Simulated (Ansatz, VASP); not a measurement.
# One calculation of Te, two programs

```
Te
1.0
     5.09340    0.00000    0.00000
    -2.54670    4.41101    0.00000
     0.00000    0.00000    5.72914
Te
2
Direct
  0.33333 0.66667 0.00000
  0.66667 0.33333 0.00000
```

Alike in both runs: functional PBE; k mesh 6 × 6 × 4; occupations gaussian, width 0.1 eV; no spin polarisation.

Ansatz relaxed the structure, and its values are those at the end. VASP's run is a single point on that final structure, the one shown.

```csv
,VASP,Ansatz
version,VASP 6.6.1,Ansatz 0.2.0
potentials or method,"VASP PAW PBE potentials, release 64 (Te), cutoff 500 eV","scalar-relativistic, plane waves, PAW"
valence electrons in the cell,12,32
```

|  | VASP | Ansatz | Ansatz less VASP |
| --- | --- | --- | --- |
| gap on the k mesh at the Fermi level (eV) | none | none | - |
| pressure (GPa) | 0.0 | 0.1 | +0.02 |

A gap of «none» marks a metal or a gap that the smearing closes. VASP's potentials hold 12 valence electrons a cell and Ansatz's 32, so a difference there can come from the potentials and not from the codes.

Neither program's run includes spin-orbit coupling.
